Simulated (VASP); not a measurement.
Zn: single point with PBEsol

The system is Zn.

```
CELL_PARAMETERS angstrom
-1.47792 1.47792 1.47792
1.47792 -1.47792 1.47792
1.47792 1.47792 -1.47792
ATOMIC_POSITIONS crystal
Zn 0.00000 0.00000 0.00000
```

This cell differs from its parent crystal: volume scaled by 0.9.

| Quantity | Value |
| --- | --- |
| Program | VASP 6.6.1 |
| Task | single point |
| Functional | PBEsol |
| Potentials or basis | VASP PAW PBE potentials, release 64 (Zn) |
| Cutoff | 520 eV |
| k mesh | 19 × 19 × 19 |
| Occupations | fermi-dirac, width 0.05 eV |
| Spin | no spin polarisation |
| Dipole correction | no |
| Further INCAR settings | ALGO = Normal; EDIFF = 1e-06; NBANDS = 12 |

```
Pressure               : 11.9 GPa
Band gap on the k mesh : zero (band 6 reaches 8.33 eV, above the bottom of band 7 at 3.72 eV)
```

Levels at points of the mesh, in eV from the Fermi level:
| k point | band 3 | band 4 | band 5 | band 6 | band 7 | band 8 | band 9 | band 10 |
| --- | --- | --- | --- | --- | --- | --- | --- | --- |
| (0.00, 0.00, 0.00) | -8.52 | -8.52 | -7.83 | -7.83 | 21.91 | 21.91 | 21.91 | 22.12 |

Wall time 15 s on 1 thread of Intel(R) Xeon(R) Platinum 8488C (Sapphire Rapids) (shared host), peak memory 0.14 GiB.

Caveat: the PAW data sets were made with another functional, which shifts forces and pressure a little.
